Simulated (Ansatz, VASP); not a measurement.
## Si3C: VASP beside Ansatz

```
Si C
1.0
     3.70981    0.00000    0.00000
     0.00000    3.70981    0.00000
     0.00000    0.00000    3.70981
Si C
3 1
Direct
  0.00000 0.50000 0.50000
  0.50000 0.00000 0.50000
  0.50000 0.50000 0.00000
  0.00000 0.00000 0.00000
```

Alike in both runs: task relaxation of cell and atoms; functional PBE; k mesh 12 × 12 × 12; occupations gaussian, width 0.1 eV; no spin polarisation.

|  | VASP | Ansatz |
| --- | --- | --- |
| version | VASP 6.6.1 | Ansatz 0.2.0 |
| potentials or method | VASP PAW PBE potentials, release 64 (Si, C), cutoff 600 eV | scalar-relativistic, plane waves, PAW |
| valence electrons in the cell | 16 | 16 |

|  | VASP | Ansatz | Ansatz less VASP |
| --- | --- | --- | --- |
| gap on the k mesh at the Fermi level, each at its own relaxed structure (eV) | none | none | - |
| relaxed volume (Å³/atom) | 12.42 | 12.42 | +0.004 |
| relaxed cell length with the largest relative difference (Å) | 3.676 | 3.676 | +0.0004 |

A gap of «none» marks a metal or a gap that the smearing closes.
